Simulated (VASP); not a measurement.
# GaAs (I-4m2) in VASP: further runs

Aim: see how the results for GaAs move with the level of theory and the settings. Levels: PBE, r2SCAN. Tasks: single point.

Everything below comes from runs of VASP 6.6.1. Logs are shortened: lines on timing, memory, paths and dates and some standing lists are left out, and cuts for length are marked.

**1. The cell of the first run**

It takes space group I-4m2 (No. 119, tetragonal). Conventional cell: a = 4.007 Å, b = 4.007 Å, c = 5.922 Å, α = 90.00°, β = 90.00°, γ = 90.00°. Within 3.3 Å of Ga (site symmetry -4m2) lie 4 As at 2.49 Å. As (site symmetry -4m2) has 4 Ga at 2.49 Å within 3.3 Å.

**2. Single point, PBE (uniaxial z strain +4.5%)**

INCAR

```
SYSTEM = GaAs
PREC = Accurate
ENCUT = 520
EDIFF = 1E-7
ISMEAR = -1
SIGMA = 0.02
LREAL = .FALSE.
LASPH = .TRUE.
NELM = 100
ALGO = Normal
ISIF = 2
LWAVE = .FALSE.
LCHARG = .TRUE.
GGA = PE
LELF = .TRUE.
LVHAR = .TRUE.
NBANDS = 16
```

KPOINTS

```
Automatic mesh
0
G
  8 8 8
  0 0 0
```

POSCAR

```
GaAs
1.0
    0.0000000000      2.8330850947      2.9608572325
    2.8330850947      0.0000000000      2.9608572325
    2.8330850947      2.8330850947      0.0000000000
Ga As
1 1
Direct
    0.0000000000      0.0000000000      0.0000000000
    0.2500000000      0.2500000000      0.2500000000
```

Potentials or basis: VASP PAW PBE potentials, release 64 (Ga_d, As).

Started as:

```
$ cat potpaw_PBE.64/Ga_d/POTCAR potpaw_PBE.64/As/POTCAR > POTCAR
$ mpirun -np 1 vasp_std > vasp.out
```

OUTCAR:

```text
SYSTEM = GaAs
   PREC = Accurate
   ENCUT = 520
   EDIFF = 1E-7
   ISMEAR = -1
   LREAL = .FALSE.
   LASPH = .TRUE.
   NELM = 100
   ISIF = 2
   GGA = PE

 ion  position               nearest neighbor table
   1  0.000  0.000  0.000-   2 2.49   2 2.49   2 2.49   2 2.49
   2  0.250  0.250  0.250-   1 2.49   1 2.49   1 2.49   1 2.49

  LATTYP: Found a body centered tetragonal cell.
 ALAT       =     4.0065873643
 C/A-ratio  =     1.4779945941

  Lattice vectors:

 A1 = (  -2.8330850947,   0.0000000000,   2.9608572325)
 A2 = (   2.8330850947,   0.0000000000,   2.9608572325)
 A3 = (   0.0000000000,   2.8330850947,  -2.9608572325)

Analysis of symmetry for initial positions (statically):
=====================================================================
 Subroutine PRICEL returns:
 Original cell was already a primitive cell.

 Routine SETGRP: Setting up the symmetry group for a
 body centered tetragonal supercell.

 Subroutine GETGRP returns: Found  8 space group operations
 (whereof  8 operations were pure point group operations)
 out of a pool of 16 trial point group operations.

The static configuration has the point symmetry D_2d.

Analysis of symmetry for dynamics (positions and initial velocities):
=====================================================================
 Subroutine PRICEL returns:
 Original cell was already a primitive cell.

 Routine SETGRP: Setting up the symmetry group for a
 body centered tetragonal supercell.

 Subroutine GETGRP returns: Found  8 space group operations
 (whereof  8 operations were pure point group operations)
 out of a pool of 16 trial point group operations.

The dynamic configuration has the point symmetry D_2d.

 Subroutine INISYM returns: Found  8 space group operations
 (whereof  8 operations are pure point group operations),
 and found     1 'primitive' translations

----------------------------------------------------------------------------------------

                                     Primitive cell

  volume of cell :      47.5299

  direct lattice vectors                    reciprocal lattice vectors
     0.000000000  2.833085095  2.960857232    -0.176486051  0.176486051  0.168870013
     2.833085095  0.000000000  2.960857232     0.176486051 -0.176486051  0.168870013
     2.833085095  2.833085095  0.000000000     0.176486051  0.176486051 -0.168870013

  length of vectors
     4.097932003  4.097932003  4.006587364     0.301349853  0.301349853  0.301349853

  position of ions in fractional coordinates (direct lattice)
     0.000000000  0.000000000  0.000000000
     0.250000000  0.250000000  0.250000000

  ion indices of the primitive-cell ions
   primitive index   ion index
                 1           1
                 2           2

----------------------------------------------------------------------------------------

 KPOINTS: Automatic mesh

Automatic generation of k-mesh.
 Grid dimensions read from file:
 generate k-points for:    8    8    8

 Generating k-lattice:

  Cartesian coordinates                     Fractional coordinates (reciprocal lattice)
    -0.022060756  0.022060756  0.021108752     0.125000000  0.000000000  0.000000000
     0.022060756 -0.022060756  0.021108752     0.000000000  0.125000000  0.000000000
     0.022060756  0.022060756 -0.021108752    -0.000000000 -0.000000000  0.125000000

  Length of vectors
     0.037668732  0.037668732  0.037668732

  Shift w.r.t. Gamma in fractional coordinates (k-lattice)
     0.000000000  0.000000000  0.000000000

 Subroutine IBZKPT returns following result:
 ===========================================

 Found     59 irreducible k-points:

 Following reciprocal coordinates:
            Coordinates               Weight
  0.000000  0.000000  0.000000      1.000000
  0.125000  0.000000  0.000000      8.000000
  0.250000  0.000000  0.000000      8.000000
  0.375000  0.000000  0.000000      8.000000
  0.500000  0.000000  0.000000      4.000000
  0.125000  0.125000  0.000000      2.000000
[... 16 lines left out ...]
  0.250000  0.000000  0.125000     16.000000
  0.375000  0.000000  0.125000     16.000000
 [... further k-points ...]
   k-points           NKPTS =     59   k-points in BZ     NKDIM =     59   number of bands    NBANDS=     16
   number of dos      NEDOS =    301   number of ions     NIONS =      2
   total plane-waves  NPLWV =  27000
   dimension x,y,z NGX =    30 NGY =   30 NGZ =   30
   dimension x,y,z NGXF=    60 NGYF=   60 NGZF=   60
   ions per type =               1   1
   NGX,Y,Z   is equivalent  to a cutoff of  12.17, 12.17, 12.45 a.u.
   NGXF,Y,Z  is equivalent  to a cutoff of  24.34, 24.34, 24.90 a.u.
 SYSTEM =  GaAs
   PREC   = accura    normal or accurate (medium, high low for compatibility)
   ISTART =      0    job   : 0-new  1-cont  2-samecut
   ICHARG =      2    charge: 1-file 2-atom 10-const
   ISPIN  =      1    spin polarized calculation?
   LNONCOLLINEAR =      F non collinear calculations
   LSORBIT =      F    spin-orbit coupling
   LASPH  =      T    aspherical Exc in radial PAW
   ENCUT  =  520.0 eV  38.22 Ry    6.18 a.u.   7.62  7.62  7.45*2*pi/ulx,y,z
   NELM   =    100;   NELMIN=  2; NELMDL= -5     # of ELM steps
   EDIFF  = 0.1E-06   stopping-criterion for ELM
   LREAL  =      F    real-space projection
   EDIFFG = 0.1E-05   stopping-criterion for IOM
   NSW    =      0    number of steps for IOM
   IBRION =     -1    ionic relax: 0-MD 1-quasi-New 2-CG
   NFREE  =      0    steps in history (QN), initial steepest desc. (CG)
   ISIF   =      2    stress and relaxation
   ISYM   =      2    0-nonsym 1-usesym 2-fastsym
   POTIM  = 0.5000    time-step for ionic-motion
   TEBEG  =    0.0;   TEEND  =   0.0 temperature during run
   PSTRESS=    0.0 pullay stress
   NELECT =      18.0000    total number of electrons
   NUPDOWN=      -1.0000    fix difference up-down
   EMIN   =  10.00;   EMAX   =-10.00  energy-range for DOS
   EFERMI =   0.00;   METHOD = LEGACY
   ISMEAR =    -1;   SIGMA  =   0.02  broadening in eV -4-tet -1-fermi 0-gaus
   EFERMI_NEDOS =   21; number of points for ismear=-14 and -15
   IALGO  =     38    algorithm
   IMIX   =      4    mixing-type and parameters
     AMIX     =   0.40;   BMIX     =  1.00
     AMIX_MAG =   1.60;   BMIX_MAG =  1.00
  volume/ion in A,a.u.               =      23.76       160.37
  Fermi-wavevector in a.u.,A,eV,Ry     =   1.184432  2.238252 19.087327  1.402879
  Thomas-Fermi vector in A             =   2.320646
   LORBIT       =      0    0 simple, 1 ext, 2 COOP (PROOUT), +10 PAW based schemes
   GGA     = PE    functional components
   LHFCALC =     F    Hartree Fock is set to
   AEXX    =    0.0000 exact exchange contribution
   IVDW    =     0    specifies the selected vdW correction
   LEPSILON=     F    determine dielectric tensor
   LRPA    =     F    only Hartree local field effects (RPA)
 non-spin polarized calculation
  energy-cutoff  :      520.00
  volume of cell :       47.53
 maximum number of plane-waves:      1299
   NGX = 15   NGY = 15   NGZ = 15

 number of electron      17.9999988 magnetization

 Free energy of the ion-electron system (eV)
  ---------------------------------------------------
  ext. energy  EPLUGINS =         0.00000000
  ---------------------------------------------------
  free energy    TOTEN  =        -8.25959304 eV

  energy without entropy =       -8.25946968  energy(sigma->0) =       -8.25953136

 E-fermi :   3.5870     XC(G=0):  -9.3631

 val. band max:        3.5560454790   @ k =   0.0000   0.0000   0.0000
 cond. band min:       3.5992257755   @ k =   0.0000   0.0000   0.0000
 fundamental gap:      0.0431802965
 Fermi energy:         3.5869674206

 k-point     1 :       0.0000    0.0000    0.0000
  band No.  band energies     occupation
      1     -11.2640      2.00000
      2     -11.2528      2.00000
      3     -11.2528      2.00000
      4     -11.1935      2.00000
      5     -11.1859      2.00000
      6      -8.8994      2.00000
[... 8 lines left out ...]
     15      13.0121      0.00000
     16      13.8848      0.00000

 k-point     2 :       0.1250    0.0000    0.0000
  band No.  band energies     occupation
      1     -11.2688      2.00000
      2     -11.2554      2.00000
      3     -11.2499      2.00000
      4     -11.1939      2.00000
      5     -11.1857      2.00000
      6      -8.7303      2.00000
[... 8 lines left out ...]
     15      12.3475      0.00000
     16      12.9601      0.00000

 k-point     3 :       0.2500    0.0000    0.0000
  band No.  band energies     occupation
      1     -11.2906      2.00000
      2     -11.2504      2.00000
      3     -11.2437      2.00000
      4     -11.1940      2.00000
      5     -11.1845      2.00000
      6      -8.2588      2.00000
[... 8 lines left out ...]
     15      12.5415      0.00000
     16      12.5702      0.00000

 k-point     4 :       0.3750    0.0000    0.0000
  band No.  band energies     occupation
      1     -11.3119      2.00000
      2     -11.2453      2.00000
      3     -11.2387      2.00000
      4     -11.1929      2.00000
      5     -11.1820      2.00000
      6      -7.6347      2.00000
[... 8 lines left out ...]
     15      13.4441      0.00000
     16      13.6586      0.00000

 k-point     5 :       0.5000    0.0000    0.0000
  band No.  band energies     occupation
      1     -11.3203      2.00000
      2     -11.2436      2.00000
      3     -11.2372      2.00000
      4     -11.1919      2.00000
      5     -11.1805      2.00000
      6      -7.2869      2.00000
[... 8 lines left out ...]
     15      14.9155      0.00000
     16      15.0967      0.00000

 k-point     6 :       0.1250    0.1250    0.0000
  band No.  band energies     occupation
      1     -11.2796      2.00000
      2     -11.2472      2.00000
      3     -11.2472      2.00000
      4     -11.1922      2.00000
      5     -11.1875      2.00000
      6      -8.6850      2.00000
[... 8 lines left out ...]
     15      12.0416      0.00000
     16      14.1145      0.00000

 k-point     7 :       0.2500    0.1250    0.0000
  band No.  band energies     occupation
      1     -11.2958      2.00000
      2     -11.2438      2.00000
      3     -11.2407      2.00000
      4     -11.1913      2.00000
      5     -11.1886      2.00000
      6      -8.3218      2.00000
[... 8 lines left out ...]
     15      13.3036      0.00000
     16      13.7573      0.00000

 k-point     8 :       0.3750    0.1250    0.0000
  band No.  band energies     occupation
      1     -11.3129      2.00000
      2     -11.2417      2.00000
      3     -11.2352      2.00000
      4     -11.1906      2.00000
      5     -11.1872      2.00000
      6      -7.7358      2.00000
[... 8 lines left out ...]
     15      13.4363      0.00000
     16      14.2432      0.00000

 k-point     9 :       0.5000    0.1250    0.0000
  band No.  band energies     occupation
      1     -11.3228      2.00000
      2     -11.2408      2.00000
      3     -11.2334      2.00000
      4     -11.1913      2.00000
      5     -11.1839      2.00000
      6      -7.2307      2.00000
[... 8 lines left out ...]
     15      14.3598      0.00000
     16      14.9751      0.00000
[... 172 lines left out ...]
 k-point    19 :       0.5000    0.3750    0.0000
  band No.  band energies     occupation
      1     -11.3440      2.00000
      2     -11.2194      2.00000
      3     -11.2166      2.00000
      4     -11.1993      2.00000
      5     -11.1862      2.00000
      6      -6.8356      2.00000
[... 8 lines left out ...]
     15      15.7799      0.00000
     16      15.8204      0.00000

 k-point    20 :      -0.3750    0.3750    0.0000
  band No.  band energies     occupation
      1     -11.3392      2.00000
      2     -11.2268      2.00000
      3     -11.2190      2.00000
      4     -11.1941      2.00000
      5     -11.1897      2.00000
      6      -6.7023      2.00000
[... 8 lines left out ...]
     15      13.9706      0.00000
     16      16.9468      0.00000

 k-point    21 :       0.5000    0.5000    0.0000
  band No.  band energies     occupation
      1     -11.3494      2.00000
      2     -11.2137      2.00000
      3     -11.2137      2.00000
      4     -11.2027      2.00000
      5     -11.1846      2.00000
      6      -6.7131      2.00000
[... 8 lines left out ...]
     15      16.2189      0.00000
     16      16.6123      0.00000

 k-point    22 :       0.1250    0.0000    0.1250
  band No.  band energies     occupation
      1     -11.2700      2.00000
      2     -11.2575      2.00000
      3     -11.2476      2.00000
      4     -11.1956      2.00000
      5     -11.1847      2.00000
      6      -8.6682      2.00000
[... 8 lines left out ...]
     15      12.2411      0.00000
     16      13.4277      0.00000

 k-point    23 :       0.2500    0.0000    0.1250
  band No.  band energies     occupation
      1     -11.2902      2.00000
      2     -11.2498      2.00000
      3     -11.2420      2.00000
      4     -11.1976      2.00000
      5     -11.1831      2.00000
      6      -8.2907      2.00000
[... 8 lines left out ...]
     15      13.2020      0.00000
     16      13.5829      0.00000

 k-point    24 :       0.3750    0.0000    0.1250
  band No.  band energies     occupation
      1     -11.3110      2.00000
      2     -11.2431      2.00000
      3     -11.2372      2.00000
      4     -11.1973      2.00000
      5     -11.1812      2.00000
      6      -7.6992      2.00000
[... 8 lines left out ...]
     15      13.4792      0.00000
     16      14.3910      0.00000

 [... further k-points ...]
[... 5 lines left out ...]
  --------------------------------------------------------------------------------------
  -------------------------------------------------------------------------------------
  Total        0.2726017      0.2726017     -0.5420461      0.0000000      0.0000000      0.0000000
  in kB        9.1890897      9.1890897    -18.2717477      0.0000000      0.0000000      0.0000000
  external PRESSURE =       0.0354773 kB  Pullay stress =       0.0000000 kB

 VOLUME and BASIS-vectors are now :
 -----------------------------------------------------------------------------
  energy-cutoff  :      520.00
  volume of cell :       47.53
      direct lattice vectors                 reciprocal lattice vectors
     0.000000000  2.833085095  2.960857232    -0.176486051  0.176486051  0.168870013
     2.833085095  0.000000000  2.960857232     0.176486051 -0.176486051  0.168870013
     2.833085095  2.833085095  0.000000000     0.176486051  0.176486051 -0.168870013

 POSITION                                       TOTAL-FORCE (eV/Angst)
 -----------------------------------------------------------------------------------
      0.00000      0.00000      0.00000        -0.000000     -0.000000     -0.000000
      1.41654      1.41654      1.48043         0.000000      0.000000      0.000000
 -----------------------------------------------------------------------------------
    total drift:                                0.000002      0.000002      0.000002

  FREE ENERGIE OF THE ION-ELECTRON SYSTEM (eV)
  ---------------------------------------------------
  free  energy   TOTEN  =        -8.2595930390 eV

  energy  without entropy=       -8.2594696824  energy(sigma->0) =       -8.25953136
```

Wall time 60 s (1 thread of AMD EPYC 7R43 (Zen 3), shared host); peak memory 0.16 GiB.

What came out:

| Quantity | Value |
| --- | --- |
| Free energy | -8.2596 eV |
| Pressure | 0.0 GPa |
| Band gap on the k mesh | 0.04 eV, direct |

Levels at points of the mesh, in eV from the valence-band top:
```csv
k point,band 5,band 6,band 7,band 8,band 9,band 10,band 11,band 12,band 13,band 14
"(0.00, 0.00, 0.00)",-14.74,-12.46,-0.26,0.00,0.00,0.04,3.60,3.60,3.72,7.35
"(0.50, 0.00, 0.00)",-14.74,-10.84,-6.46,-1.33,-0.98,0.75,4.43,4.67,7.63,9.89
"(0.50, 0.50, 0.00)",-14.74,-10.27,-6.84,-2.40,-2.40,1.65,1.86,9.65,9.65,10.22
"(0.50, 0.00, 0.50)",-14.73,-10.12,-6.59,-2.69,-2.66,1.39,1.46,9.47,9.72,10.48
```

Caveat: the cell differs from its parent crystal (uniaxial z strain +4.5%).

**3. Single point, r2SCAN (uniaxial z strain +4.5%)**

POSCAR is that of step 2.

INCAR.step1

```
SYSTEM = GaAs
ALGO = Normal
EDIFF = 1E-4
ENCUT = 520
GGA = PE
ISMEAR = -1
LASPH = .TRUE.
LCHARG = .FALSE.
LREAL = .FALSE.
LWAVE = .TRUE.
NBANDS = 16
NELM = 100
PREC = Accurate
SIGMA = 0.02
```

INCAR.step2

```
SYSTEM = GaAs
ALGO = Normal
EDIFF = 1E-6
ENCUT = 520
ISIF = 2
ISMEAR = -1
ISTART = 1
LASPH = .TRUE.
LCHARG = .FALSE.
LMIXTAU = .TRUE.
LREAL = .FALSE.
LWAVE = .FALSE.
METAGGA = R2SCAN
NBANDS = 16
NELM = 100
PREC = Accurate
SIGMA = 0.02
```

KPOINTS

```
k-points
0
G
  8 8 8
  0 0 0
```

Potentials or basis: VASP PAW PBE potentials, release 64 (Ga_d, As).

Started as:

```
$ cat potpaw_PBE.64/Ga_d/POTCAR potpaw_PBE.64/As/POTCAR > POTCAR
$ cp INCAR.step1 INCAR
$ mpirun -np 1 vasp_std > vasp.out
$ cp INCAR.step2 INCAR
$ mpirun -np 1 vasp_std > vasp.out
```

It took 3.8 min on 1 thread of AMD EPYC 7R43 (Zen 3), shared host; peak memory 0.17 GiB.

It converged, with:

| Quantity | Value |
| --- | --- |
| Free energy | -27.0219 eV |
| Pressure | -2.8 GPa |
| Band gap on the k mesh | 0.49 eV, direct |

Stress tensor (GPa, compression positive):
```
-1.79  0.00  0.00
 0.00 -1.79  0.00
 0.00  0.00 -4.93
```

Levels at points of the mesh, in eV from the valence-band top:
```
           k point  band 5  band 6  band 7  band 8  band 9  band 10  band 11  band 12  band 13  band 14
(0.00, 0.00, 0.00)  -15.17  -12.93   -0.27    0.00    0.00     0.49     3.90     3.90     4.04     7.98
(0.50, 0.00, 0.00)  -15.16  -11.24   -6.63   -1.38   -1.01     1.09     4.78     5.02     8.14    10.60
(0.50, 0.50, 0.00)  -15.17  -10.64   -7.01   -2.49   -2.49     1.95     2.16    10.33    10.33    10.94
(0.50, 0.00, 0.50)  -15.16  -10.48   -6.75   -2.79   -2.76     1.67     1.74    10.14    10.37    11.22
```

Caveat: the cell differs from its parent crystal (uniaxial z strain +4.5%); the PAW data sets were made with another functional, which shifts forces and pressure a little.
